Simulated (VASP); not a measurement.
Set up this calculation in VASP 6.6.1, as the native input.

```yaml
Task: single point
Functional: PBE
Potentials_or_basis: VASP PAW PBE potentials, release 64 (Sn_d, Te)
Cutoff: 520 eV
k_mesh: 10 × 10 × 8
Occupations: gaussian, width 0.1 eV
Spin: no spin polarisation
Dipole_correction: no
Further_INCAR_settings: ALGO = Fast; EDIFF = 1e-07; NBANDS = 32
```

The structure of Sn3Te lies in POSCAR:

```
Sn3Te
1.0
    4.6291128929      0.0000000000      0.0000000000
    0.0000000000      4.6291128929      0.0000000000
    0.0000000000      0.0000000000      5.4171470614
Sn Te
3 1
Direct
    0.0000000000      0.0000000000      0.0000000000
    0.0000000000      0.5000000000      0.5029232400
    0.5000000000      0.0000000000      0.4970767600
    0.5000000000      0.5000000000      0.0000000000
```

The cell was built from a structure type or drawn by symmetry, and may not be a known phase.

One way to write it, as run:

INCAR

```
SYSTEM = Sn3Te
  PREC = Accurate
  ENCUT = 520
  EDIFF = 1E-7
  ISMEAR = 0
  SIGMA = 0.1
  LREAL = .False.
  LASPH = .True.
  NELM = 80
  ALGO = Fast
  ISIF = 2
  LWAVE = .False.
  LCHARG = .False.
  GGA = PE
  NBANDS = 32
```

KPOINTS

```
regular mesh
0
Gamma
  10 10 8
  0 0 0
```

Potentials or basis: VASP PAW PBE potentials, release 64 (Sn_d, Te).

The run is started by

```console
$ cat potpaw_PBE.64/Sn_d/POTCAR potpaw_PBE.64/Te/POTCAR > POTCAR
$ mpirun -np 1 vasp_std > vasp.out
```

Results of the run:

- Pressure: -0.1 GPa
- Band gap on the k mesh: zero (bands 24 and 25 overlap by 2.44 eV)

Caveat: spin-orbit coupling is left out, which moves the levels of the heavy elements.

Wall time 3.7 min on 1 thread of AMD EPYC 9R45 96-Core Processor (Zen 5), on a shared host, peak memory 0.41 GiB.
